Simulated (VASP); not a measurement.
Here is a VASP 6.6.1 calculation.

File INCAR:

```
SYSTEM = BN
PREC     = Accurate       ! precision mode
ENCUT    = 600            ! plane-wave cutoff, eV
EDIFF    = 1E-8           ! SCF threshold, eV
ISMEAR   = 0              ! smearing method
SIGMA    = 0.01           ! smearing width, eV
LREAL    = .FALSE.        ! projectors in reciprocal space
LASPH    = .TRUE.         ! aspherical terms in the spheres
NELM     = 100            ! most SCF steps
ALGO     = Normal         ! electronic algorithm
ISIF     = 3              ! what is computed and relaxed
LWAVE    = .FALSE.        ! write WAVECAR
LCHARG   = .FALSE.        ! write CHGCAR
GGA      = PE             ! functional
NBANDS   = 11             ! bands
IBRION   = 6              ! ionic algorithm
NFREE    = 2            
POTIM    = 0.015          ! step
NSW      = 1              ! ionic steps
```

File KPOINTS:

```
regular mesh
0
G
  12 12 12
  0 0 0
```

File POSCAR:

```
BN
1.0
    0.0000000000      1.7639667607      1.7639667607
    1.7639667607      0.0000000000      1.7639667607
    1.7639667607      1.7639667607      0.0000000000
B N
1 1
Direct
    0.0000000000      0.0000000000      0.0000000000
    0.7500000000      0.7500000000      0.7500000000
```

Potentials or basis: VASP PAW PBE potentials, release 64 (B, N).

Run with:

```sh
$ cat potpaw_PBE.64/B/POTCAR potpaw_PBE.64/N/POTCAR > POTCAR
$ mpirun -np 1 vasp_std > vasp.out
```

Question: What does it give for the elastic constants C11, C12, C44?

Answer: 899, 243, 532 GPa.

Question: Estimate the Voigt bulk modulus.

Answer: 462 GPa.

Question: What does it give for the highest phonon frequency at Γ, LO-TO splitting left out?

Answer: 1135 cm⁻¹.

Elastic tensor in Voigt notation (GPa, in the Cartesian axes of the cell as first typed):
```
899 243 243   0   0   0
243 899 243   0   0   0
243 243 899   0   0   0
  0   0   0 532   0   0
  0   0   0   0 532   0
  0   0   0   0   0 532
```

Caveat: the cell is under stress, which shifts elastic constants.
